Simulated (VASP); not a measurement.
# BN (C2/m) in VASP: notebook

The runs below take BN through single point, with PBE.

Program: VASP 6.6.1. These are calculated values, not measurements. Logs are shortened: lines on timing, memory, paths and dates and some standing lists are left out, and cuts for length are marked.

### 1 The cell of the first run

The structure is monoclinic, space group C2/m (No. 12). The conventional cell has a = 4.353 Å, b = 2.512 Å, c = 8.347 Å, α = 90.00°, β = 93.44°, γ = 90.00°. Within 1.9 Å of B (site symmetry m) lie 3 N at 1.45 Å. N (site symmetry m) has 3 B at 1.45 Å within 1.9 Å.

### 2 Single point, PBE (strain -0.0600 x Voigt [0, 0, 0, 1, 0, 0])

Contents of INCAR:

```
PREC = Accurate ; ENCUT = 520
EDIFF = 1E-7 ; ISMEAR = 0
SIGMA = 0.05 ; LREAL = False
LASPH = True ; NELM = 100
ALGO = Normal ; ISIF = 2
LWAVE = False ; LCHARG = True
GGA = PE ; LELF = True
LVHAR = True ; NBANDS = 16
```

Contents of KPOINTS:

```
regular mesh
0
Gamma
  12 12 4
```

Contents of POSCAR:

```
BN
1.0
    2.5121751215      0.0000000000      0.0000000000
   -1.2560875608      2.1756074740     -0.0652682242
    0.0000000000     -0.2503107301      8.3436910039
B N
2 2
Direct
    0.3333333333      0.6666666667      0.2500000000
    0.6666666667      0.3333333333      0.7500000000
    0.3333333333      0.6666666667      0.7500000000
    0.6666666667      0.3333333333      0.2500000000
```

Potentials or basis: VASP PAW PBE potentials, release 64 (B, N).

Launch:

```console
$ cat potpaw_PBE.64/B/POTCAR potpaw_PBE.64/N/POTCAR > POTCAR
$ mpirun -np 1 vasp_std > vasp.out
```

OUTCAR:

```text
PREC = Accurate
   ENCUT = 520
   EDIFF = 1E-7
   ISMEAR = 0
   LREAL = False
   LASPH = True
   NELM = 100
   ISIF = 2
   GGA = PE

 ion  position               nearest neighbor table
   1  0.333  0.667  0.250-   4 1.45   4 1.45   4 1.45
   2  0.667  0.333  0.750-   3 1.45   3 1.45   3 1.45
   3  0.333  0.667  0.750-   2 1.45   2 1.45   2 1.45
   4  0.667  0.333  0.250-   1 1.45   1 1.45   1 1.45

  LATTYP: Found a base centered monoclinic cell.
 ALAT       =     4.3531725544
 B/A-ratio  =     0.5770906368
 C/A-ratio  =     1.9175543161
 COS(beta)  =    -0.0599460485

  Lattice vectors:

 A1 = (   1.2560875607,   2.1756074740,  -0.0652682242)
 A2 = (  -1.2560875608,   2.1756074740,  -0.0652682242)
 A3 = (   0.0000000000,  -0.2503107301,   8.3436910039)

Analysis of symmetry for initial positions (statically):
=====================================================================
 Subroutine PRICEL returns:
 Original cell was already a primitive cell.

 Routine SETGRP: Setting up the symmetry group for a
 base centered monoclinic supercell.

 Subroutine GETGRP returns: Found  4 space group operations
 (whereof  4 operations were pure point group operations)
 out of a pool of  4 trial point group operations.

The static configuration has the point symmetry C_2h.

Analysis of symmetry for dynamics (positions and initial velocities):
=====================================================================
 Subroutine PRICEL returns:
 Original cell was already a primitive cell.

 Routine SETGRP: Setting up the symmetry group for a
 base centered monoclinic supercell.

 Subroutine GETGRP returns: Found  4 space group operations
 (whereof  4 operations were pure point group operations)
 out of a pool of  4 trial point group operations.

The dynamic configuration has the point symmetry C_2h.

 Subroutine INISYM returns: Found  4 space group operations
 (whereof  4 operations are pure point group operations),
 and found     1 'primitive' translations

----------------------------------------------------------------------------------------

                                     Primitive cell

  volume of cell :      45.5615

  direct lattice vectors                    reciprocal lattice vectors
     2.512175121  0.000000000  0.000000000     0.398061422  0.230027894  0.006900837
    -1.256087561  2.175607474 -0.065268224     0.000000000  0.460055788  0.013801674
     0.000000000 -0.250310730  8.343691004     0.000000000  0.003598770  0.119958998

  length of vectors
     2.512175121  2.513022838  8.347444820     0.459797074  0.460262766  0.120012967

  position of ions in fractional coordinates (direct lattice)
     0.333333333  0.666666667  0.250000000
     0.666666667  0.333333333  0.750000000
     0.333333333  0.666666667  0.750000000
     0.666666667  0.333333333  0.250000000

  ion indices of the primitive-cell ions
   primitive index   ion index
                 1           1
                 2           2
                 3           3
                 4           4

----------------------------------------------------------------------------------------

 KPOINTS: regular mesh

Automatic generation of k-mesh.
 Grid dimensions read from file:
 generate k-points for:   12   12    4

 Generating k-lattice:

  Cartesian coordinates                     Fractional coordinates (reciprocal lattice)
     0.033171785  0.019168991  0.000575070     0.083333333  0.000000000 -0.000000000
     0.000000000  0.038337982  0.001150139     0.000000000  0.083333333 -0.000000000
     0.000000000  0.000899692  0.029989749     0.000000000  0.000000000  0.250000000

  Length of vectors
     0.038316423  0.038355231  0.030003242

  Shift w.r.t. Gamma in fractional coordinates (k-lattice)
     0.000000000  0.000000000  0.000000000

 Subroutine IBZKPT returns following result:
 ===========================================

 Found    164 irreducible k-points:

 Following reciprocal coordinates:
            Coordinates               Weight
  0.000000  0.000000  0.000000      1.000000
  0.083333 -0.000000  0.000000      4.000000
  0.166667 -0.000000  0.000000      4.000000
  0.250000 -0.000000 -0.000000      4.000000
  0.333333  0.000000  0.000000      4.000000
  0.416667  0.000000 -0.000000      4.000000
[... 16 lines left out ...]
  0.333333  0.166667  0.000000      4.000000
  0.416667  0.166667  0.000000      4.000000
 [... further k-points ...]
   k-points           NKPTS =    164   k-points in BZ     NKDIM =    164   number of bands    NBANDS=     16
   number of dos      NEDOS =    301   number of ions     NIONS =      4
   total plane-waves  NPLWV =  25600
   dimension x,y,z NGX =    20 NGY =   20 NGZ =   64
   dimension x,y,z NGXF=    40 NGYF=   40 NGZF=  128
   ions per type =               2   2
   NGX,Y,Z   is equivalent  to a cutoff of  13.24, 13.23, 12.75 a.u.
   NGXF,Y,Z  is equivalent  to a cutoff of  26.47, 26.46, 25.49 a.u.
 SYSTEM =  unknown system
   PREC   = accura    normal or accurate (medium, high low for compatibility)
   ISTART =      0    job   : 0-new  1-cont  2-samecut
   ICHARG =      2    charge: 1-file 2-atom 10-const
   ISPIN  =      1    spin polarized calculation?
   LNONCOLLINEAR =      F non collinear calculations
   LSORBIT =      F    spin-orbit coupling
   LASPH  =      T    aspherical Exc in radial PAW
   ENCUT  =  520.0 eV  38.22 Ry    6.18 a.u.   4.67  4.67 15.52*2*pi/ulx,y,z
   NELM   =    100;   NELMIN=  2; NELMDL= -5     # of ELM steps
   EDIFF  = 0.1E-06   stopping-criterion for ELM
   LREAL  =      F    real-space projection
   EDIFFG = 0.1E-05   stopping-criterion for IOM
   NSW    =      0    number of steps for IOM
   IBRION =     -1    ionic relax: 0-MD 1-quasi-New 2-CG
   NFREE  =      0    steps in history (QN), initial steepest desc. (CG)
   ISIF   =      2    stress and relaxation
   ISYM   =      2    0-nonsym 1-usesym 2-fastsym
   POTIM  = 0.5000    time-step for ionic-motion
   TEBEG  =    0.0;   TEEND  =   0.0 temperature during run
   PSTRESS=    0.0 pullay stress
   NELECT =      16.0000    total number of electrons
   NUPDOWN=      -1.0000    fix difference up-down
   EMIN   =  10.00;   EMAX   =-10.00  energy-range for DOS
   EFERMI =   0.00;   METHOD = LEGACY
   ISMEAR =     0;   SIGMA  =   0.05  broadening in eV -4-tet -1-fermi 0-gaus
   EFERMI_NEDOS =   21; number of points for ismear=-14 and -15
   IALGO  =     38    algorithm
   IMIX   =      4    mixing-type and parameters
     AMIX     =   0.40;   BMIX     =  1.00
     AMIX_MAG =   1.60;   BMIX_MAG =  1.00
  volume/ion in A,a.u.               =      11.39        76.87
  Fermi-wavevector in a.u.,A,eV,Ry     =   1.155001  2.182635 18.150537  1.334027
  Thomas-Fermi vector in A             =   2.291633
   LORBIT       =      0    0 simple, 1 ext, 2 COOP (PROOUT), +10 PAW based schemes
   GGA     = PE    functional components
   LHFCALC =     F    Hartree Fock is set to
   AEXX    =    0.0000 exact exchange contribution
   IVDW    =     0    specifies the selected vdW correction
   LEPSILON=     F    determine dielectric tensor
   LRPA    =     F    only Hartree local field effects (RPA)
 non-spin polarized calculation
 Gauss-broadening in eV      SIGMA  =   0.05
  energy-cutoff  :      520.00
  volume of cell :       45.56
 maximum number of plane-waves:      1245
   NGX =  9   NGY =  9   NGZ = 31

 number of electron      15.9999998 magnetization

 Free energy of the ion-electron system (eV)
  ---------------------------------------------------
  ext. energy  EPLUGINS =         0.00000000
  ---------------------------------------------------
  free energy    TOTEN  =       -35.20696174 eV

  energy without entropy =      -35.20696174  energy(sigma->0) =      -35.20696174

 E-fermi :   0.9107     XC(G=0):  -8.5872

 val. band max:        0.6305930358   @ k =   0.3333   0.3333   0.5000
 cond. band min:       5.0086743072   @ k =   0.0000   0.0000   0.0000
 fundamental gap:      4.3780812715
 Fermi energy:         0.9107117355

 k-point     1 :       0.0000    0.0000    0.0000
  band No.  band energies     occupation
      1     -17.0184      2.00000
      2     -16.9771      2.00000
      3      -4.8801      2.00000
      4      -4.2722      2.00000
      5      -0.7430      2.00000
      6      -0.7411      2.00000
[... 8 lines left out ...]
     15      12.1282      0.00000
     16      12.9643      0.00000

 k-point     2 :       0.0833   -0.0000    0.0000
  band No.  band energies     occupation
      1     -16.8853      2.00000
      2     -16.8449      2.00000
      3      -4.6986      2.00000
      4      -4.0983      2.00000
      5      -1.2987      2.00000
      6      -1.2959      2.00000
[... 8 lines left out ...]
     15      12.6938      0.00000
     16      12.7068      0.00000

 k-point     3 :       0.1667   -0.0000    0.0000
  band No.  band energies     occupation
      1     -16.4936      2.00000
      2     -16.4557      2.00000
      3      -4.1620      2.00000
      4      -3.5854      2.00000
      5      -2.7037      2.00000
      6      -2.6973      2.00000
[... 8 lines left out ...]
     15      13.4095      0.00000
     16      14.2859      0.00000

 k-point     4 :       0.2500   -0.0000   -0.0000
  band No.  band energies     occupation
      1     -15.8704      2.00000
      2     -15.8367      2.00000
      3      -4.4783      2.00000
      4      -4.4733      2.00000
      5      -3.2984      2.00000
      6      -2.7654      2.00000
[... 8 lines left out ...]
     15      13.8004      0.00000
     16      16.5366      0.00000
[... 324 lines left out ...]
 k-point    22 :       0.2500    0.1667    0.0000
  band No.  band energies     occupation
      1     -14.7645      2.00000
      2     -14.7398      2.00000
      3      -6.2401      2.00000
      4      -6.2333      2.00000
      5      -4.1670      2.00000
      6      -4.1609      2.00000
[... 8 lines left out ...]
     15      14.3869      0.00000
     16      16.0600      0.00000

 k-point    23 :       0.3333    0.1667    0.0000
  band No.  band energies     occupation
      1     -14.0408      2.00000
      2     -14.0252      2.00000
      3      -7.4207      2.00000
      4      -7.4112      2.00000
      5      -4.6855      2.00000
      6      -4.6798      2.00000
[... 8 lines left out ...]
     15      15.0692      0.00000
     16      16.2047      0.00000

 k-point    24 :       0.4167    0.1667    0.0000
  band No.  band energies     occupation
      1     -13.7054      2.00000
      2     -13.6983      2.00000
      3      -7.9235      2.00000
      4      -7.9127      2.00000
      5      -4.8558      2.00000
      6      -4.8500      2.00000
[... 8 lines left out ...]
     15      14.3810      0.00000
     16      15.8844      0.00000

 [... further k-points ...]
[... 5 lines left out ...]
  --------------------------------------------------------------------------------------
  -------------------------------------------------------------------------------------
  Total        0.0180228     -0.0573520     -0.0198077      0.0000000      0.0088207     -0.0000000
  in kB        0.6337749     -2.0167943     -0.6965421      0.0000000      0.3101807     -0.0000000
  external PRESSURE =      -0.6931871 kB  Pullay stress =       0.0000000 kB

 VOLUME and BASIS-vectors are now :
 -----------------------------------------------------------------------------
  energy-cutoff  :      520.00
  volume of cell :       45.56
      direct lattice vectors                 reciprocal lattice vectors
     2.512175121  0.000000000  0.000000000     0.398061422  0.230027894  0.006900837
    -1.256087561  2.175607474 -0.065268224     0.000000000  0.460055788  0.013801674
     0.000000000 -0.250310730  8.343691004     0.000000000  0.003598770  0.119958998

 POSITION                                       TOTAL-FORCE (eV/Angst)
 -----------------------------------------------------------------------------------
     -0.00000      1.38783      2.04241        -0.000000      0.005087     -0.000099
      1.25609      0.53747      6.23601         0.000000     -0.005087      0.000099
     -0.00000      1.26267      6.21426        -0.000000      0.004819     -0.000257
      1.25609      0.66262      2.06417         0.000000     -0.004819      0.000257
 -----------------------------------------------------------------------------------
    total drift:                                0.000000     -0.000000     -0.000000

  FREE ENERGIE OF THE ION-ELECTRON SYSTEM (eV)
  ---------------------------------------------------
  free  energy   TOTEN  =       -35.2069617380 eV

  energy  without entropy=      -35.2069617380  energy(sigma->0) =      -35.20696174
```

It took 1.7 min on 1 thread of Intel Xeon Platinum 8488C (Sapphire Rapids), shared host; peak memory 0.23 GiB.

What came out:

```yaml
Free_energy: -35.2070 eV
Pressure: -0.1 GPa
Largest_force: 0.005 eV/Å
Band_gap_on_the_k_mesh: 4.38 eV, indirect (least direct gap 4.57 eV)
```

Forces in eV/Å, atoms in the order of the input:
```
B    0.000  0.005  0.000
B    0.000 -0.005  0.000
N    0.000  0.005  0.000
N    0.000 -0.005  0.000
```

Stress tensor (GPa, compression positive):
```
 0.06  0.00  0.00
 0.00 -0.20  0.03
 0.00  0.03 -0.07
```

Caveat: the cell differs from its parent crystal (strain -0.0600 x Voigt [0, 0, 0, 1, 0, 0]); this functional lacks dispersion, which binds the layers, so the pressure and a relaxed spacing across them are unreliable.

[end of part 1 of 3]
